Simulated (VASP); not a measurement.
Set up this calculation in VASP 6.6.1, as the native input.

| Quantity | Value |
| --- | --- |
| Task | single point |
| Functional | LDA |
| Potentials or basis | VASP PAW LDA potentials, release 64 (B, N, Ti_sv) |
| Cutoff | 520 eV |
| k mesh | 1 × 1 × 1, shifted |
| Occupations | fermi-dirac, width 0.01 eV |
| Spin | collinear spin |
| Fixed moment | 1 μB |
| Dipole correction | no |
| Further INCAR settings | LREAL = Auto; ALGO = Normal; EDIFF = 1e-06; NBANDS = 104 |

The structure of TiB17N18 (a cell with a defect) (Ti_B) lies in POSCAR:

```
TiB17N18
1.0
    7.4650312844      0.0000000000      0.0000000000
   -3.7325156422      6.4649067324      0.0000000000
    0.0000000000      0.0000000000      6.4954828762
B N Ti
17 18 1
Direct
    0.1154134101      0.2061538277      0.2435662383
    0.2148010916      0.1269130650      0.7717616657
    0.1161906669      0.5395878139      0.2465565240
    0.2162856420      0.4640631450      0.7447980760
    0.1157875232      0.8724863166      0.2546249662
    0.2159361106      0.7950501526      0.7711861013
    0.4475028832      0.2030245687      0.2404439328
    0.5471709457      0.1243661255      0.7848121736
    0.4477005970      0.5408575628      0.2351130999
    0.4490431031      0.8724435511      0.2439642963
    0.5477092345      0.7962667172      0.7411049191
    0.7835758191      0.2062525307      0.2456871420
    0.8826937390      0.1289571271      0.7512935283
    0.7852430413      0.5403382019      0.2530187449
    0.8861010005      0.4643899331      0.7787773802
    0.7830042638      0.8733095004      0.2433076041
    0.8840423855      0.7961956018      0.7636607358
    0.1052977170      0.2399813071      0.7502453565
    0.2263139002      0.0954437439      0.2497806781
    0.1068226447      0.5728779819      0.7731464693
    0.2263063071      0.4285812943      0.2376705650
    0.1052462000      0.9059143570      0.7656047157
    0.2268580962      0.7623353825      0.2534720215
    0.4321964960      0.2276476365      0.7960006995
    0.5603373113      0.0955235217      0.2465506566
    0.4311119899      0.5812295118      0.7003120370
    0.5595010071      0.4284218660      0.2509135349
    0.4383966981      0.9041237907      0.7742986758
    0.5603219889      0.7626114777      0.2343903919
    0.7709995097      0.2398800276      0.7653635334
    0.8934842811      0.0955222347      0.2446337840
    0.7824031119      0.5786819015      0.7819206165
    0.8942732705      0.4282475088      0.2502044164
    0.7716802677      0.9064650950      0.7451248801
    0.8935061685      0.7627968629      0.2541256649
    0.5584978735      0.4385552743      0.5965001834
```

These files were run (other wordings do the same):

INCAR

```
  ALGO = Normal
  EDIFF = 1E-6
  ENCUT = 520
  GGA_COMPAT = False
  ISIF = 2
  ISMEAR = -1
  ISPIN = 2
  LASPH = True
  LCHARG = False
  LMAXMIX = 4
  LORBIT = 11
  LREAL = Auto
  LWAVE = False
  MAGMOM = 0 0 0.01 0 0 0 0 0.01 0.01 0 0 0 0 0.02 0 0 0 0 0 0 0 0 0 0 0 -0.01 0 0 0 0 0 0.01 0 0 0 0.42
  NBANDS = 104
  NELM = 200
  NUPDOWN = 1.0
  PREC = Accurate
  SIGMA = 0.01
```

KPOINTS

```
Automatic mesh
0
Gamma
  1 1 1
  0.25 0.25 0.25
```

Potentials or basis: VASP PAW LDA potentials, release 64 (B, N, Ti_sv).

Command:

```bash
$ cat potpaw_LDA.64/B/POTCAR potpaw_LDA.64/N/POTCAR potpaw_LDA.64/Ti_sv/POTCAR > POTCAR
$ mpirun -np 1 vasp_std > vasp.out
```

Results of the run:

```
Pressure                                              : 4.2 GPa
Largest force                                         : 0.621 eV/Å
Net moment                                            : 1.00 μB per cell
Site moments                                          : B +0.00, +0.01, +0.03; N +0.00, -0.00, +0.01, -0.01; Ti +0.55 μB
Valence electrons inside the program's atomic spheres : B 2.21, 2.24, 2.22, 2.23, 2.25, 2.20; N 3.98, 4.00, 4.01, 3.94, 3.95, 3.97; Ti 10.61
```

Caveat: the k points lie up to 0.97 Å⁻¹ apart; the total moment is fixed, so each spin has its own Fermi level.

Wall time 7.7 min on 1 thread of AMD EPYC 9R45 96-Core Processor (Zen 5), with other jobs on the host, peak memory 0.46 GiB.
